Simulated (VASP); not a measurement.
# Si (P6_3/mmc) in VASP: phonons with r2SCAN

Aim: the phonons of Si with r2SCAN.

Everything below comes from runs of VASP 6.6.1. Logs are shortened: lines on timing, memory, paths and dates and some standing lists are left out, and cuts for length are marked.

## 1. The cell of the first run

The structure is hexagonal, space group P6_3/mmc (No. 194). Conventional cell: a = 3.832 Å, b = 3.832 Å, c = 6.342 Å, α = 90.00°, β = 90.00°, γ = 120.00°. Si (site symmetry 3m) has 4 Si at 2.35 to 2.37 Å within 3.1 Å.

## 2. Phonons, r2SCAN

Contents of INCAR:

```
ALGO = Normal
EDIFF = 1E-8
ENCUT = 520
IBRION = 6
ISIF = 2
ISMEAR = 0
LASPH = T
LCHARG = F
LMIXTAU = T
LREAL = F
LWAVE = F
METAGGA = R2SCAN
NBANDS = 16
NELM = 80
NFREE = 2
NSW = 1
POTIM = 0.015
PREC = Accurate
SIGMA = 0.01
```

Contents of KPOINTS:

```
k-points
0
Gamma
  6 6 4
```

Contents of POSCAR:

```
Si
1.0
    3.8321386442      0.0000000000      0.0000000000
   -1.9160693221      3.3187294167      0.0000000000
    0.0000000000      0.0000000000      6.3417473093
Si
4
Direct
    0.3333333333      0.6666666667      0.0630711931
    0.6666666667      0.3333333333      0.5630711931
    0.3333333333      0.6666666667      0.4369288069
    0.6666666667      0.3333333333      0.9369288069
```

Potentials or basis: VASP PAW PBE potentials, release 64 (Si).

The run is started by

```
$ cat potpaw_PBE.64/Si/POTCAR > POTCAR
$ mpirun -np 1 vasp_std > vasp.out
```

OUTCAR:

```text
EDIFF = 1E-8
   ENCUT = 520
   IBRION = 6
   ISIF = 2
   ISMEAR = 0
   LASPH = T
   LREAL = F
   METAGGA = R2SCAN
   NELM = 80
   NFREE = 2
   NSW = 1
   POTIM = 0.015
   PREC = Accurate

 ion  position               nearest neighbor table
   1  0.333  0.667  0.063-   4 2.35   4 2.35   4 2.35   3 2.37
   2  0.667  0.333  0.563-   3 2.35   3 2.35   3 2.35   4 2.37
   3  0.333  0.667  0.437-   2 2.35   2 2.35   2 2.35   1 2.37
   4  0.667  0.333  0.937-   1 2.35   1 2.35   1 2.35   2 2.37

  LATTYP: Found a hexagonal cell.
 ALAT       =     3.8321386442
 C/A-ratio  =     1.6548846214

  Lattice vectors:

 A1 = (   3.8321386442,   0.0000000000,   0.0000000000)
 A2 = (  -1.9160693221,   3.3187294167,   0.0000000000)
 A3 = (   0.0000000000,   0.0000000000,   6.3417473093)

Analysis of symmetry for initial positions (statically):
=====================================================================
 Subroutine PRICEL returns:
 Original cell was already a primitive cell.

 Routine SETGRP: Setting up the symmetry group for a
 hexagonal supercell.

 Subroutine GETGRP returns: Found 24 space group operations
 (whereof 12 operations were pure point group operations)
 out of a pool of 24 trial point group operations.

The static configuration has the point symmetry D_3d.
 The point group associated with its full space group is D_6h.

Analysis of symmetry for dynamics (positions and initial velocities):
=====================================================================
 Subroutine PRICEL returns:
 Original cell was already a primitive cell.

 Routine SETGRP: Setting up the symmetry group for a
 hexagonal supercell.

 Subroutine GETGRP returns: Found 24 space group operations
 (whereof 12 operations were pure point group operations)
 out of a pool of 24 trial point group operations.

The dynamic configuration has the point symmetry D_3d.
 The point group associated with its full space group is D_6h.

 Subroutine INISYM returns: Found 24 space group operations
 (whereof 12 operations are pure point group operations),
 and found     1 'primitive' translations

----------------------------------------------------------------------------------------

                                     Primitive cell

  volume of cell :      80.6533

  direct lattice vectors                    reciprocal lattice vectors
     3.832138644  0.000000000  0.000000000     0.260950893  0.150660068  0.000000000
    -1.916069322  3.318729417  0.000000000     0.000000000  0.301320136  0.000000000
     0.000000000  0.000000000  6.341747309     0.000000000  0.000000000  0.157685248

  length of vectors
     3.832138644  3.832138644  6.341747309     0.301320136  0.301320136  0.157685248

  position of ions in fractional coordinates (direct lattice)
     0.333333333  0.666666667  0.063071193
     0.666666667  0.333333333  0.563071193
     0.333333333  0.666666667  0.436928807
     0.666666667  0.333333333  0.936928807

  ion indices of the primitive-cell ions
   primitive index   ion index
                 1           1
                 2           2
                 3           3
                 4           4

----------------------------------------------------------------------------------------

 KPOINTS: k-points

Automatic generation of k-mesh.
 Grid dimensions read from file:
 generate k-points for:    6    6    4

 Generating k-lattice:

  Cartesian coordinates                     Fractional coordinates (reciprocal lattice)
     0.043491815  0.025110011  0.000000000     0.166666667 -0.000000000  0.000000000
     0.000000000  0.050220023  0.000000000     0.000000000  0.166666667  0.000000000
     0.000000000  0.000000000  0.039421312     0.000000000  0.000000000  0.250000000

  Length of vectors
     0.050220023  0.050220023  0.039421312

  Shift w.r.t. Gamma in fractional coordinates (k-lattice)
     0.000000000  0.000000000  0.000000000

 Subroutine IBZKPT returns following result:
 ===========================================

 Found     21 irreducible k-points:

 Following reciprocal coordinates:
            Coordinates               Weight
  0.000000  0.000000  0.000000      1.000000
  0.166667  0.000000  0.000000      6.000000
  0.333333 -0.000000  0.000000      6.000000
  0.500000  0.000000  0.000000      3.000000
  0.166667  0.166667  0.000000      6.000000
  0.333333  0.166667  0.000000     12.000000
[... 13 lines left out ...]
  0.333333  0.166667  0.500000     12.000000
  0.333333  0.333333  0.500000      2.000000
   k-points           NKPTS =     21   k-points in BZ     NKDIM =     21   number of bands    NBANDS=     16
   number of dos      NEDOS =    301   number of ions     NIONS =      4
   total plane-waves  NPLWV =  43200
   dimension x,y,z NGX =    30 NGY =   30 NGZ =   48
   dimension x,y,z NGXF=    60 NGYF=   60 NGZF=   96
   ions per type =               4
   NGX,Y,Z   is equivalent  to a cutoff of  13.01, 13.01, 12.58 a.u.
   NGXF,Y,Z  is equivalent  to a cutoff of  26.03, 26.03, 25.17 a.u.
 SYSTEM =  unknown system
   PREC   = accura    normal or accurate (medium, high low for compatibility)
   ISTART =      0    job   : 0-new  1-cont  2-samecut
   ICHARG =      2    charge: 1-file 2-atom 10-const
   ISPIN  =      1    spin polarized calculation?
   LNONCOLLINEAR =      F non collinear calculations
   LSORBIT =      F    spin-orbit coupling
   LASPH  =      T    aspherical Exc in radial PAW
   ENCUT  =  520.0 eV  38.22 Ry    6.18 a.u.   7.13  7.13 11.79*2*pi/ulx,y,z
   NELM   =     80;   NELMIN=  2; NELMDL= -5     # of ELM steps
   EDIFF  = 0.1E-07   stopping-criterion for ELM
   LREAL  =      F    real-space projection
   EDIFFG = 0.1E-06   stopping-criterion for IOM
   NSW    =     85    number of steps for IOM
   IBRION =      6    ionic relax: 0-MD 1-quasi-New 2-CG
   NFREE  =      2    steps in history (QN), initial steepest desc. (CG)
   ISIF   =      2    stress and relaxation
   ISYM   =      2    0-nonsym 1-usesym 2-fastsym
   POTIM  = 0.0150    time-step for ionic-motion
   TEBEG  =    0.0;   TEEND  =   0.0 temperature during run
   PSTRESS=    0.0 pullay stress
   NELECT =      16.0000    total number of electrons
   NUPDOWN=      -1.0000    fix difference up-down
   EMIN   =  10.00;   EMAX   =-10.00  energy-range for DOS
   EFERMI =   0.00;   METHOD = LEGACY
   ISMEAR =     0;   SIGMA  =   0.01  broadening in eV -4-tet -1-fermi 0-gaus
   EFERMI_NEDOS =   21; number of points for ismear=-14 and -15
   IALGO  =     38    algorithm
   IMIX   =      4    mixing-type and parameters
     AMIX     =   0.40;   BMIX     =  1.00
     AMIX_MAG =   1.60;   BMIX_MAG =  1.00
  volume/ion in A,a.u.               =      20.16       136.07
  Fermi-wavevector in a.u.,A,eV,Ry     =   0.954789  1.804290 12.403376  0.911622
  Thomas-Fermi vector in A             =   2.083568
   LORBIT       =      0    0 simple, 1 ext, 2 COOP (PROOUT), +10 PAW based schemes
   METAGGA = R2SCAN    functional components
   LHFCALC =     F    Hartree Fock is set to
   AEXX    =    0.0000 exact exchange contribution
   IVDW    =     0    specifies the selected vdW correction
   LEPSILON=     F    determine dielectric tensor
   LRPA    =     F    only Hartree local field effects (RPA)
 finite differences with symmetry
 non-spin polarized calculation
 Gauss-broadening in eV      SIGMA  =   0.01
  energy-cutoff  :      520.00
  volume of cell :       80.65
 maximum number of plane-waves:      2208
 NGX is ok and might be reduce to    30
   NGX = 15   NGY = 15   NGZ = 23

--------------------------------------- Ionic step        1  -------------------------------------------

 number of electron      16.0000000 magnetization

 Free energy of the ion-electron system (eV)
  ---------------------------------------------------
  ext. energy  EPLUGINS =         0.00000000
  ---------------------------------------------------
  free energy    TOTEN  =       -35.02506911 eV

  energy without entropy =      -35.02506911  energy(sigma->0) =      -35.02506911

------------------------ aborting loop because EDIFF is reached ----------------------------------------

  FORCE on cell =-STRESS in cart. coord.  units (eV):
  Direction    XX          YY          ZZ          XY          YZ          ZX
  --------------------------------------------------------------------------------------
  -------------------------------------------------------------------------------------
  Total       -0.0503172     -0.0503172     -0.1752761      0.0000000      0.0000000      0.0000000
  in kB       -0.9995513     -0.9995513     -3.4818598      0.0000000      0.0000000      0.0000000
  external PRESSURE =      -1.8269875 kB  Pullay stress =       0.0000000 kB
[... 137 lines left out ...]
  energy  without entropy=      -35.0231934098  energy(sigma->0) =      -35.02319341

--------------------------------------- Ionic step        5  -------------------------------------------

 number of electron      16.0000000 magnetization

 Free energy of the ion-electron system (eV)
  ---------------------------------------------------
  ext. energy  EPLUGINS =         0.00000000
  ---------------------------------------------------
  free energy    TOTEN  =       -35.02354973 eV

  energy without entropy =      -35.02354973  energy(sigma->0) =      -35.02354973

 E-fermi :   6.0037     XC(G=0):  -9.8206

 val. band max:        5.9174524426   @ k =   0.0000   0.0000   0.0000
 cond. band min:       6.5517550979   @ k =   0.5000   0.0000   0.0000
 fundamental gap:      0.6343026553
 Fermi energy:         6.0037241810

 k-point     1 :       0.0000    0.0000    0.0000
  band No.  band energies     occupation
      1      -6.8214      2.00000
      2      -4.4445      2.00000
      3      -1.5499      2.00000
      4       4.3266      2.00000
      5       4.3266      2.00000
      6       5.6051      2.00000
[... 8 lines left out ...]
     15      10.3729      0.00000
     16      12.2270      0.00000
[... 466 lines left out ...]
  FREE ENERGIE OF THE ION-ELECTRON SYSTEM (eV)
  ---------------------------------------------------
  free  energy   TOTEN  =       -35.0235497308 eV

  energy  without entropy=      -35.0235497308  energy(sigma->0) =      -35.02354973

 INTERNAL STRAIN TENSORS FROM DISPLACED ATOMS
 ============================================

 INTERNAL STRAIN TENSOR FOR ION    1 for displacements in x,y,z  (eV/Angst):
          X           Y           Z          XY          YZ          ZX
  --------------------------------------------------------------------------------
  x     0.00000     0.00000    -0.00000    -7.81519     0.00000    -6.52698
  y    -7.81519     7.81519     0.00000     0.00000    -6.52698     0.00000
  z    -5.54036    -5.54036     9.79784     0.00000     0.00000     0.00000

 INTERNAL STRAIN TENSOR FOR ION    4 for displacements in x,y,z  (eV/Angst):
          X           Y           Z          XY          YZ          ZX
  --------------------------------------------------------------------------------
  x     0.00000    -0.00000     0.00000     7.81519     0.00000     6.52698
  y     7.81519    -7.81519     0.00000     0.00000     6.52698    -0.00000
  z     5.54036     5.54036    -9.79784     0.00000     0.00000     0.00000

 Eigenvectors and eigenvalues of the dynamical matrix
 ----------------------------------------------------

   1 f  =   15.393292 THz    96.718909 2PiTHz  513.464968 cm-1    63.661514 meV
             X         Y         Z           dx          dy          dz
     -0.000000  2.212486  0.399982     0.500000    0.000019    0.000000
      1.916069  1.106243  3.570855     0.500000    0.000019    0.000000
     -0.000000  2.212486  2.770892    -0.500000   -0.000019   -0.000000
      1.916069  1.106243  5.941766    -0.500000   -0.000019   -0.000000

   2 f  =   15.393292 THz    96.718909 2PiTHz  513.464968 cm-1    63.661514 meV
             X         Y         Z           dx          dy          dz
     -0.000000  2.212486  0.399982     0.000019   -0.500000    0.000000
      1.916069  1.106243  3.570855     0.000019   -0.500000    0.000000
     -0.000000  2.212486  2.770892    -0.000019    0.500000   -0.000000
      1.916069  1.106243  5.941766    -0.000019    0.500000   -0.000000
[... 50 lines left out ...]
  10 f  =    0.000000 THz     0.000000 2PiTHz    0.000002 cm-1     0.000000 meV
             X         Y         Z           dx          dy          dz
     -0.000000  2.212486  0.399982    -0.038603    0.017768   -0.498191
      1.916069  1.106243  3.570855    -0.038603    0.017768   -0.498191
     -0.000000  2.212486  2.770892    -0.038603    0.017768   -0.498191
      1.916069  1.106243  5.941766    -0.038603    0.017768   -0.498191

  11 f/i=    0.000000 THz     0.000001 2PiTHz    0.000007 cm-1     0.000001 meV
             X         Y         Z           dx          dy          dz
     -0.000000  2.212486  0.399982     0.495418   -0.054178   -0.040320
      1.916069  1.106243  3.570855     0.495418   -0.054178   -0.040320
     -0.000000  2.212486  2.770892     0.495418   -0.054178   -0.040320
      1.916069  1.106243  5.941766     0.495418   -0.054178   -0.040320

  12 f/i=    0.000000 THz     0.000002 2PiTHz    0.000011 cm-1     0.000001 meV
             X         Y         Z           dx          dy          dz
     -0.000000  2.212486  0.399982    -0.055415   -0.496738   -0.013422
      1.916069  1.106243  3.570855    -0.055415   -0.496738   -0.013422
     -0.000000  2.212486  2.770892    -0.055415   -0.496738   -0.013422
      1.916069  1.106243  5.941766    -0.055415   -0.496738   -0.013422

 ELASTIC MODULI CONTR FROM IONIC RELAXATION (kBar)
 Direction    XX          YY          ZZ          XY          YZ          ZX
 --------------------------------------------------------------------------------
 XX        -281.8265    102.1299    158.8919      0.0000     -0.0000      0.0000
 YY         102.1299   -281.8265    158.8919     -0.0000     -0.0000     -0.0000
 ZZ         158.8919    158.8919   -280.9918      0.0000      0.0000      0.0000
 XY           0.0000     -0.0000      0.0000   -191.9782      0.0000      0.0000
 YZ           0.0000      0.0000      0.0000      0.0000   -124.3189      0.0000
 ZX           0.0000     -0.0000      0.0000      0.0000      0.0000   -124.3190
 --------------------------------------------------------------------------------
```

It took 13 min on 1 thread of Oxide Virtual Turin-like, shared host; peak memory 0.25 GiB.

What came out:

| Quantity | Value |
| --- | --- |
| Highest phonon frequency at Γ | 513 cm⁻¹ |

Phonon frequencies in cm⁻¹ (negative: imaginary):
```
              q point                                frequencies
(0.000, 0.000, 0.000)  0 0 0 108 108 386 415 495 495 513 513 513
```

Caveat: the PAW data sets were made with another functional, which shifts forces and pressure a little.
